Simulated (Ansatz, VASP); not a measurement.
## One calculation of Na, two programs

Contents of INCAR:

```
SYSTEM = Na
ALGO = Normal ; EDIFF = 1E-6
EDIFFG = -0.01 ; ENCUT = 600
GGA = RE ; IBRION = 2
ISIF = 3 ; ISMEAR = -1
LASPH = .TRUE. ; LCHARG = .FALSE.
LREAL = .FALSE. ; LWAVE = .FALSE.
NELM = 100 ; NSW = 80
PREC = Accurate ; SIGMA = 0.1
```

File KPOINTS:

```
k-points
0
G
  10 10 3
  0 0 0
```

POSCAR

```
Na
1.0
    3.7640418302      0.0000000000      0.0000000000
   -1.8820209151      3.2597558458      0.0000000000
    0.0000000000      0.0000000000     12.2933606174
Na
4
Direct
    0.0000000000      0.0000000000      0.0000000000
    0.0000000000      0.0000000000      0.5000000000
    0.3333333333      0.6666666667      0.2500000000
    0.6666666667      0.3333333333      0.7500000000
```

Input for Ansatz:

```yaml
crystal:
  lattice:
    - [3.7640418302, 0.0, 0.0]
    - [-1.8820209151, 3.2597558458, 0.0]
    - [0.0, 0.0, 12.2933606174]
  atoms:
    - { symbol: Na, position: [0.0, 0.0, 0.0] }
    - { symbol: Na, position: [0.0, 0.0, 0.5] }
    - { symbol: Na, position: [0.3333333333, 0.6666666667, 0.25] }
    - { symbol: Na, position: [0.6666666667, 0.3333333333, 0.75] }
hamiltonian:
  xc: revpbe
  pseudopotentials:
    kind: paw
    azcp:
      Na: "pseudopotentials/Na.paw.azcp"
basis:
  ecutwfc: 420
  fft_grid_basis: typed
kpoints:
  mp_grid: { grid: [10, 10, 3], shift: [0, 0, 0] }
magnetization:
  spin_polarized: false
scf:
  occupations: { method: fermi_dirac, width: 0.1 }
relax:
  max_steps: 60
  f_tol: 0.01
  cell: {}
```

Alike in both runs: task relaxation of cell and atoms; functional revPBE; k mesh 10 × 10 × 3; occupations fermi-dirac, width 0.1 eV; no spin polarisation.

```csv
,VASP,Ansatz
version,VASP 6.6.1,Ansatz 0.2.0
potentials or method,"VASP PAW PBE potentials, release 64 (Na_pv), cutoff 600 eV","plane waves (420 eV) with PAW, scalar-relativistic"
valence electrons in the cell,28,36
```

```csv
,VASP,Ansatz,Ansatz less VASP
relaxed volume (Å³/atom),39.51,39.40,-0.104
relaxed length of the cell vector where the two differ most in proportion (Å),12.462,12.437,-0.0248
```

VASP's potentials were made for PBE, not for revPBE. VASP's potentials hold 28 valence electrons a cell and Ansatz's 36, so a difference there can come from the potentials and not from the codes.
